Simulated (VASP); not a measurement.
Input of a VASP 6.6.1 run:

File INCAR:

```
SYSTEM = GaN
PREC = Accurate
ENCUT = 520
EDIFF = 1E-6
ISMEAR = 0
SIGMA = 0.05
LREAL = .FALSE.
LASPH = .TRUE.
NELM = 100
ALGO = Normal
ISIF = 2
LWAVE = .FALSE.
LCHARG = .FALSE.
LDIPOL = .TRUE.
IDIPOL = 3
DIPOL = 0.5 0.5 0.500
GGA = PE
IBRION = 2
NSW = 70
EDIFFG = -0.03
KPAR = 2
```

KPOINTS

```
regular mesh
0
G
  8 5 1
  0 0 0
```

The input POSCAR:

```
GaN
1.0
    3.2186527183      0.0000000000      0.0000000000
    0.0000000000      5.2434880756      0.0000000000
    0.0000000000      0.0000000000     17.7165800266
Ga N
4 4
Selective dynamics
Direct
    0.0000000000      0.0008659247      0.3951101166  F F F
    0.5000000000      0.5008659247      0.4475550583  F F F
    0.5000000000      0.0008659247      0.5524449417  T T T
    0.0000000000      0.5008659247      0.6048898834  T T T
    0.0000000000      0.6241340753      0.3951101166  F F F
    0.5000000000      0.1241340753      0.4475550583  F F F
    0.5000000000      0.6241340753      0.5524449417  T T T
    0.0000000000      0.1241340753      0.6048898834  T T T
```

Potentials or basis: VASP PAW PBE potentials, release 64 (Ga_d, N).

The run is started by

```bash
$ cat potpaw_PBE.64/Ga_d/POTCAR potpaw_PBE.64/N/POTCAR > POTCAR
$ mpirun -np 2 vasp_std > vasp.out
```

(1) Estimate the band gap on the k mesh.

(2) Estimate the energy gained by relaxing.

Answers

(1) 0.77 eV.

(2) 72.1 meV/atom.

Caveat: semilocal functionals underestimate gaps, and a narrow one can read as zero.
